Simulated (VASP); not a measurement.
A run of VASP 6.6.1 is set up as follows.

File INCAR:

```
SYSTEM = LiH
  ALGO = Normal
  EDIFF = 1E-6
  ENCUT = 750
  GGA = PE
  GGA_COMPAT = .False.
  ISIF = 2
  ISMEAR = -1
  LASPH = .True.
  LCHARG = .False.
  LREAL = .False.
  LWAVE = .False.
  NBANDS = 9
  NELM = 120
  PREC = Accurate
  SIGMA = 0.02
```

Contents of KPOINTS:

```
k-points
0
Gamma
  10 10 10
  0 0 0
```

File POSCAR:

```
LiH
1.0
    0.0000000000      2.1451220099      2.1451220099
    2.1712924984      0.0000000000      2.1451220099
    2.1712924984      2.1451220099      0.0000000000
Li H
1 1
Direct
    0.0000000000      0.0000000000      0.0000000000
    0.2500000000      0.2500000000      0.2500000000
```

Potentials or basis: VASP PAW PBE potentials, release 64 (Li_sv, H).

Run with:

```sh
$ cat potpaw_PBE.64/Li_sv/POTCAR potpaw_PBE.64/H/POTCAR > POTCAR
$ mpirun -np 1 vasp_std > vasp.out
```

Estimate the pressure.

-0.5 GPa.

What does it give for the band gap on the k mesh?

4.19 eV (least direct gap 5.24 eV).

Stress tensor (GPa, compression positive):
```
-0.63  0.00  0.00
 0.00 -0.44  0.00
 0.00  0.00 -0.44
```

Caveat: the cell differs from its parent crystal (uniaxial x strain +1.2%); the structure was generated, so it needn't be the stable form of LiH. A k mesh can miss the band edges.
